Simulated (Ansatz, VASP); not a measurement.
## One calculation of SrO, two programs

```
Sr O
1.0
     0.00000    2.79228    2.79228
     2.79228    0.00000    2.79228
     2.79228    2.79228    0.00000
Sr O
1 1
Direct
  0.00000 0.00000 0.00000
  0.25000 0.25000 0.25000
```

Alike in both runs: task single point; functional r2SCAN; dispersion D4; k mesh 6 × 6 × 6; no spin polarisation.

|  | VASP | Ansatz |
| --- | --- | --- |
| version | VASP 6.6.1 | Ansatz 0.2.0 |
| potentials or method | VASP PAW PBE potentials, release 64 (Sr_sv, O) | plane waves |
| plane-wave cutoff (eV) | 660 | 500 |
| occupations | gaussian, width 0.01 eV | fixed |
| valence electrons in the cell | 16 | 16 |

```csv
,VASP,Ansatz,Ansatz less VASP
gap on the k mesh at the Fermi level (eV),2.91,2.89,-0.016
pressure (GPa),-0.1,-0.4,-0.36
```

VASP's potentials were made for PBE, not for r2SCAN.
